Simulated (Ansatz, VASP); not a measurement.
## One calculation of Re, two programs

```
Re
1.0
     1.37008    0.79102    6.69861
    -1.37008    0.79102    6.69861
     0.00000   -1.58204    6.69861
Re
3
Cartesian
  0.0000 0.0000 0.0000
  0.0000 0.0000 4.4648
  0.0000 0.0000 15.6311
```

Change from the starting cell: equal xx and yy strain of -1 %, crystal datasets.

Alike in both runs: task electric field gradients; functional PBE; k mesh 15 × 15 × 15; occupations fermi-dirac, width 0.05 eV; no spin polarisation.

|  | VASP | Ansatz |
| --- | --- | --- |
| version | VASP 6.6.1 | Ansatz 0.2.0 |
| potentials or method | VASP PAW PBE potentials, release 64 (Re), cutoff 520 eV | all-electron PAW with datasets made for the crystal, scalar-relativistic |

```csv
,VASP,Ansatz,Ansatz less VASP
pressure (GPa),11.3,11.7,+0.41
"traceless stress, the component that is largest in VASP (GPa)",-3.68,-3.64,+0.041
rms of the force components (eV/Å),0.028,0.027,-0.0010
size of Vzz on the site where it differs most (V/Å²),17.0,6.6,-10.39
```

Atom by atom the forces differ by 0.001 eV/Å (rms over components). Ansatz ran all-electron here, and VASP with PAW potentials.

Spin-orbit coupling is off throughout.
